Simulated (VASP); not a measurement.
# Sn in VASP: further runs, part 2 of 2

VASP 6.6.1.

### Step 3. Single point, LDA

This run uses another cell than the first one, of 20.95 Å³/atom, 1.066 times its volume.

File INCAR:

```
  ALGO = Normal
  EDIFF = 1E-6
  ENCUT = 520
  ISIF = 2
  ISMEAR = -1
  LASPH = True
  LCHARG = False
  LREAL = False
  LWAVE = False
  NBANDS = 13
  NELM = 80
  PREC = Accurate
  SIGMA = 0.05
```

File KPOINTS:

```
k-points
0
Gamma
  11 11 11
```

File POSCAR:

```
Sn
1.0
   -1.5227883387      1.5228359910      2.2585127548
    1.5227883387     -1.5228359910      2.2585127548
    1.5227883387      1.5228359910     -2.2585127548
Sn
1
Direct
    0.0000000000      0.0000000000      0.0000000000
```

Potentials or basis: VASP PAW LDA potentials, release 64 (Sn_d).

On the command line:

```
> cat potpaw_LDA.64/Sn_d/POTCAR > POTCAR
> mpirun -np 1 vasp_std > vasp.out
```

OUTCAR:

```text
EDIFF = 1E-6
   ENCUT = 520
   ISIF = 2
   ISMEAR = -1
   LASPH = True
   LREAL = False
   NELM = 80
   PREC = Accurate

 ion  position               nearest neighbor table
   1  0.000  0.000  0.000-

  LATTYP: Found a body centered orthorhombic cell.
 ALAT       =     3.0455766774
 B/A-ratio  =     1.0000312928
 C/A-ratio  =     1.4831429276

  Lattice vectors:

 A1 = (  -1.5227883387,   1.5228359910,   2.2585127548)
 A2 = (   1.5227883387,  -1.5228359910,   2.2585127548)
 A3 = (   1.5227883387,   1.5228359910,  -2.2585127548)

Analysis of symmetry for initial positions (statically):
=====================================================================
 Subroutine PRICEL returns:
 Original cell was already a primitive cell.

 Routine SETGRP: Setting up the symmetry group for a
 body centered orthorhombic supercell.

 Subroutine GETGRP returns: Found  8 space group operations
 (whereof  8 operations were pure point group operations)
 out of a pool of  8 trial point group operations.

The static configuration has the point symmetry D_2h.

Analysis of symmetry for dynamics (positions and initial velocities):
=====================================================================
 Subroutine PRICEL returns:
 Original cell was already a primitive cell.

 Routine SETGRP: Setting up the symmetry group for a
 body centered orthorhombic supercell.

 Subroutine GETGRP returns: Found  8 space group operations
 (whereof  8 operations were pure point group operations)
 out of a pool of  8 trial point group operations.

The dynamic configuration has the point symmetry D_2h.

 Subroutine INISYM returns: Found  8 space group operations
 (whereof  8 operations are pure point group operations),
 and found     1 'primitive' translations

----------------------------------------------------------------------------------------

                                     Primitive cell

  volume of cell :      20.9496

  direct lattice vectors                    reciprocal lattice vectors
    -1.522788339  1.522835991  2.258512755     0.000000000  0.328334767  0.221384625
     1.522788339 -1.522835991  2.258512755     0.328345041  0.000000000  0.221384625
     1.522788339  1.522835991 -2.258512755     0.328345041  0.328334767  0.000000000

  length of vectors
     3.120704030  3.120704030  3.120704030     0.395998575  0.396007094  0.464342745

  position of ions in fractional coordinates (direct lattice)
     0.000000000  0.000000000  0.000000000

  ion indices of the primitive-cell ions
   primitive index   ion index
                 1           1

----------------------------------------------------------------------------------------

 KPOINTS: k-points

Automatic generation of k-mesh.
 Grid dimensions read from file:
 generate k-points for:   11   11   11

 Generating k-lattice:

  Cartesian coordinates                     Fractional coordinates (reciprocal lattice)
     0.000000000  0.029848615  0.020125875     0.090909091 -0.000000000  0.000000000
     0.029849549  0.000000000  0.020125875    -0.000000000  0.090909091  0.000000000
     0.029849549  0.029848615  0.000000000     0.000000000  0.000000000  0.090909091

  Length of vectors
     0.035999870  0.036000645  0.042212977

  Shift w.r.t. Gamma in fractional coordinates (k-lattice)
     0.000000000  0.000000000  0.000000000

 Subroutine IBZKPT returns following result:
 ===========================================

 Found    216 irreducible k-points:

 Following reciprocal coordinates:
            Coordinates               Weight
  0.000000  0.000000  0.000000      1.000000
  0.090909  0.000000 -0.000000      4.000000
  0.181818  0.000000 -0.000000      4.000000
  0.272727  0.000000 -0.000000      4.000000
  0.363636  0.000000 -0.000000      4.000000
  0.454545  0.000000 -0.000000      4.000000
[... 16 lines left out ...]
  0.454545  0.181818  0.000000      8.000000
 -0.454545  0.181818  0.000000      8.000000
 [... further k-points ...]
   k-points           NKPTS =    216   k-points in BZ     NKDIM =    216   number of bands    NBANDS=     13
   number of dos      NEDOS =    301   number of ions     NIONS =      1
   total plane-waves  NPLWV =  13824
   dimension x,y,z NGX =    24 NGY =   24 NGZ =   24
   dimension x,y,z NGXF=    48 NGYF=   48 NGZF=   48
   ions per type =               1
   NGX,Y,Z   is equivalent  to a cutoff of  12.79, 12.79, 12.79 a.u.
   NGXF,Y,Z  is equivalent  to a cutoff of  25.57, 25.57, 25.57 a.u.
 SYSTEM =  unknown system
   PREC   = accura    normal or accurate (medium, high low for compatibility)
   ISTART =      0    job   : 0-new  1-cont  2-samecut
   ICHARG =      2    charge: 1-file 2-atom 10-const
   ISPIN  =      1    spin polarized calculation?
   LNONCOLLINEAR =      F non collinear calculations
   LSORBIT =      F    spin-orbit coupling
   LASPH  =      T    aspherical Exc in radial PAW
   ENCUT  =  520.0 eV  38.22 Ry    6.18 a.u.   5.80  5.80  5.80*2*pi/ulx,y,z
   NELM   =     80;   NELMIN=  2; NELMDL= -5     # of ELM steps
   EDIFF  = 0.1E-05   stopping-criterion for ELM
   LREAL  =      F    real-space projection
   EDIFFG = 0.1E-04   stopping-criterion for IOM
   NSW    =      0    number of steps for IOM
   IBRION =     -1    ionic relax: 0-MD 1-quasi-New 2-CG
   NFREE  =      0    steps in history (QN), initial steepest desc. (CG)
   ISIF   =      2    stress and relaxation
   ISYM   =      2    0-nonsym 1-usesym 2-fastsym
   POTIM  = 0.5000    time-step for ionic-motion
   TEBEG  =    0.0;   TEEND  =   0.0 temperature during run
   PSTRESS=    0.0 pullay stress
   NELECT =      14.0000    total number of electrons
   NUPDOWN=      -1.0000    fix difference up-down
   EMIN   =  10.00;   EMAX   =-10.00  energy-range for DOS
   EFERMI =   0.00;   METHOD = LEGACY
   ISMEAR =    -1;   SIGMA  =   0.05  broadening in eV -4-tet -1-fermi 0-gaus
   EFERMI_NEDOS =   21; number of points for ismear=-14 and -15
   IALGO  =     38    algorithm
   IMIX   =      4    mixing-type and parameters
     AMIX     =   0.40;   BMIX     =  1.00
     AMIX_MAG =   1.60;   BMIX_MAG =  1.00
  volume/ion in A,a.u.               =      20.95       141.37
  Fermi-wavevector in a.u.,A,eV,Ry     =   1.431284  2.704734 27.872534  2.048573
  Thomas-Fermi vector in A             =   2.551037
   LORBIT       =      0    0 simple, 1 ext, 2 COOP (PROOUT), +10 PAW based schemes
   GGA     = CA    functional components
   LHFCALC =     F    Hartree Fock is set to
   AEXX    =    0.0000 exact exchange contribution
   IVDW    =     0    specifies the selected vdW correction
   LEPSILON=     F    determine dielectric tensor
   LRPA    =     F    only Hartree local field effects (RPA)
 non-spin polarized calculation
  energy-cutoff  :      520.00
  volume of cell :       20.95
 maximum number of plane-waves:       576
   NGX = 11   NGY = 11   NGZ = 11

 number of electron      13.9999997 magnetization

 Free energy of the ion-electron system (eV)
  ---------------------------------------------------
  ext. energy  EPLUGINS =         0.00000000
  ---------------------------------------------------
  free energy    TOTEN  =        -4.19593492 eV

  energy without entropy =       -4.19251987  energy(sigma->0) =       -4.19422739

 E-fermi :  11.4593     XC(G=0): -11.8859

 val. band max:       11.4214718945   @ k =  -0.2727   0.2727   0.1818
 cond. band min:      11.5161017234   @ k =  -0.3636   0.4545   0.0909
 fundamental gap:      0.0946298288
 Fermi energy:        11.4592880259

 k-point     1 :       0.0000    0.0000    0.0000
  band No.  band energies     occupation
      1     -10.3001      2.00000
      2     -10.2306      2.00000
      3     -10.2306      2.00000
      4     -10.1130      2.00000
      5     -10.0359      2.00000
      6      -1.8659      2.00000
      7      21.3188      0.00000
      8      21.3199      0.00000
      9      21.4583      0.00000
     10      22.3494      0.00000
     11      25.1398      0.00000
     12      25.2811      0.00000
     13      25.2821      0.00000
[... 353 lines left out ...]
 k-point    24 :      -0.4545    0.1818    0.0000
  band No.  band energies     occupation
      1     -10.3074      2.00000
      2     -10.2017      2.00000
      3     -10.1448      2.00000
      4     -10.0238      2.00000
      5      -9.8980      2.00000
      6       2.9970      2.00000
      7       8.4710      2.00000
      8      15.5495      0.00000
      9      16.1779      0.00000
     10      19.3525      0.00000
     11      25.8059      0.00000
     12      26.5834      0.00000
     13      28.4235      0.00000

 [... further k-points ...]
[... 5 lines left out ...]
  --------------------------------------------------------------------------------------
  -------------------------------------------------------------------------------------
  Total        2.6348979      2.6339448      2.6286952     -0.0000000      0.0000000      0.0000000
  in kB      201.5111872    201.4382966    201.0368212     -0.0000000      0.0000000      0.0000000
  external PRESSURE =     201.3287683 kB  Pullay stress =       0.0000000 kB

 VOLUME and BASIS-vectors are now :
 -----------------------------------------------------------------------------
  energy-cutoff  :      520.00
  volume of cell :       20.95
      direct lattice vectors                 reciprocal lattice vectors
    -1.522788339  1.522835991  2.258512755     0.000000000  0.328334767  0.221384625
     1.522788339 -1.522835991  2.258512755     0.328345041  0.000000000  0.221384625
     1.522788339  1.522835991 -2.258512755     0.328345041  0.328334767  0.000000000

 POSITION                                       TOTAL-FORCE (eV/Angst)
 -----------------------------------------------------------------------------------
      0.00000      0.00000      0.00000        -0.000000      0.000000     -0.000000
 -----------------------------------------------------------------------------------
    total drift:                                0.000000      0.000000     -0.000000

  FREE ENERGIE OF THE ION-ELECTRON SYSTEM (eV)
  ---------------------------------------------------
  free  energy   TOTEN  =        -4.1959349154 eV

  energy  without entropy=       -4.1925198667  energy(sigma->0) =       -4.19422739
```

OSZICAR:

```text
N       E                     dE             d eps       ncg     rms          rms(c)
DAV:   1     0.801621938310E+02    0.80162E+02   -0.70805E+03  5856   0.175E+03
DAV:   2     0.928435842139E+00   -0.79234E+02   -0.76253E+02  5936   0.348E+02
DAV:   3    -0.413496846141E+01   -0.50634E+01   -0.50385E+01  6666   0.711E+01
DAV:   4    -0.422809247874E+01   -0.93124E-01   -0.93103E-01  6874   0.100E+01
DAV:   5    -0.423082240601E+01   -0.27299E-02   -0.27299E-02  7267   0.171E+00    0.220E+00
DAV:   6    -0.420718990271E+01    0.23633E-01   -0.12720E-02  7289   0.225E+00    0.120E+00
DAV:   7    -0.419643854569E+01    0.10751E-01   -0.87547E-03  8062   0.170E+00    0.117E-01
DAV:   8    -0.419593505654E+01    0.50349E-03   -0.73658E-04  7056   0.512E-01    0.200E-02
DAV:   9    -0.419593566631E+01   -0.60978E-06   -0.16111E-05  7784   0.585E-02    0.105E-02
DAV:  10    -0.419593491536E+01    0.75095E-06   -0.13655E-06  5414   0.219E-02
   1 F= -.41959349E+01 E0= -.41942274E+01  d E =-.341505E-02
```

Wall time 25 s (1 thread of Intel Xeon Platinum 8375C at 2.90GHz (Ice Lake), shared host); peak memory 0.16 GiB.

Results:

| Item | Value |
| --- | --- |
| Free energy | -4.1959 eV |
| Pressure | 20.1 GPa |
| Band gap on the k mesh | zero (band 7 reaches 21.32 eV, above the bottom of band 8 at 8.77 eV) |

Levels at points of the mesh, in eV from the Fermi level:
| k point | band 5 | band 6 | band 7 | band 8 | band 9 | band 10 |
| --- | --- | --- | --- | --- | --- | --- |
| (0.00, 0.00, 0.00) | -21.50 | -13.33 | 9.86 | 9.86 | 10.00 | 10.89 |

Caveat: spin-orbit coupling is left out, which moves the levels of the heavy elements.

### Step 4. Single point, LDA

This run uses another cell than the first one, of 22.75 Å³/atom, 1.157 times its volume.

File INCAR:

```
ALGO = Normal
EDIFF = 1E-6
ENCUT = 520
GGA = CA
ISIF = 2
ISMEAR = -1
LASPH = T
LCHARG = T
LELF = T
LREAL = F
LVHAR = T
LWAVE = F
NBANDS = 13
NELM = 60
PREC = Accurate
SIGMA = 0.05
```

KPOINTS is that of step 3.

File POSCAR:

```
Sn
1.0
   -1.6108005933      1.6109322538      2.1916326216
    1.6108005933     -1.6109322538      2.1916326216
    1.6108005933      1.6109322538     -2.1916326216
Sn
1
Direct
    0.0000000000      0.0000000000      0.0000000000
```

On the command line:

```
> cat potpaw_LDA.64/Sn_d/POTCAR > POTCAR
> mpirun -np 1 vasp_std > vasp.out
```

Wall time 23 s (1 thread of Intel Xeon Platinum 8375C at 2.90GHz (Ice Lake), shared host); peak memory 0.17 GiB.

The run converged. Its results:

```
Free energy            : -4.3595 eV
Pressure               : 10.0 GPa
Band gap on the k mesh : zero (band 7 reaches 19.30 eV, above the bottom of band 8 at 7.88 eV)
```

Levels at points of the mesh, in eV from the Fermi level:
```csv
k point,band 5,band 6,band 7,band 8,band 9,band 10
"(0.00, 0.00, 0.00)",-21.41,-12.55,9.09,9.20,9.20,10.90
```

Caveat: spin-orbit coupling is left out, which moves the levels of the heavy elements.

### Step 5. Single point, LDA

This run uses another cell than the first one, of 24.06 Å³/atom, 1.224 times its volume.

File INCAR:

```
SYSTEM = Sn
PREC = Accurate
ENCUT = 520
EDIFF = 1E-7
ISMEAR = -1
SIGMA = 0.05
LREAL = .FALSE.
LASPH = .TRUE.
NELM = 100
ALGO = Normal
ISIF = 2
LWAVE = .FALSE.
LCHARG = .FALSE.
NBANDS = 13
```

File KPOINTS:

```
Automatic mesh
0
G
  11 11 11
  0 0 0
```

File POSCAR:

```
Sn
1.0
   -1.6410604366      1.6402708048      2.2349609370
    1.6410604366     -1.6402708048      2.2349609370
    1.6410604366      1.6402708048     -2.2349609370
Sn
1
Direct
    0.0000000000      0.0000000000      0.0000000000
```

On the command line:

```
> cat potpaw_LDA.64/Sn_d/POTCAR > POTCAR
> mpirun -np 1 vasp_std > vasp.out
```

Run time: 25 s. Hardware: 1 thread of Intel Xeon Platinum 8375C at 2.90GHz (Ice Lake), shared host; peak memory 0.17 GiB.

Results (log left out):

| Property | Result |
| --- | --- |
| Free energy | -4.4209 eV |
| Pressure | 5.0 GPa |
| Band gap on the k mesh | zero (band 7 reaches 18.01 eV, above the bottom of band 8 at 7.25 eV) |

Levels at points of the mesh, in eV from the Fermi level:
```
           k point  band 5  band 6  band 7  band 8  band 9  band 10
(0.00, 0.00, 0.00)  -21.38  -12.07    8.60    8.68    8.70    10.87
```

Caveat: spin-orbit coupling is left out, which moves the levels of the heavy elements.

### Step 6. The runs side by side

| cell | gap on the mesh (eV) | pressure (GPa) |
| --- | --- | --- |
| a = 3.029 Å, angles 120.0, 120.0, 90.0°, 1 atom | none | 30.2 |
| a = 3.121 Å, angles 121.6, 121.6, 87.3°, 1 atom | none | 20.1 |
| a = 3.161 Å, angles 118.7, 118.7, 92.2°, 1 atom | none | 10.0 |
| a = 3.222 Å, angles 118.8, 118.8, 92.1°, 1 atom | none | 5.0 |

Alike in all rows: task single point; level LDA; potentials or basis VASP PAW LDA potentials, release 64 (Sn_d); no spin polarisation; k mesh 11 × 11 × 11; cutoff (eV) 520; smearing fermi-dirac 0.05 eV.

Caveats: spin-orbit coupling is left out, which moves the levels of the heavy elements.

Total energies depend on the potentials used, so only differences within one code and one set of settings carry meaning.
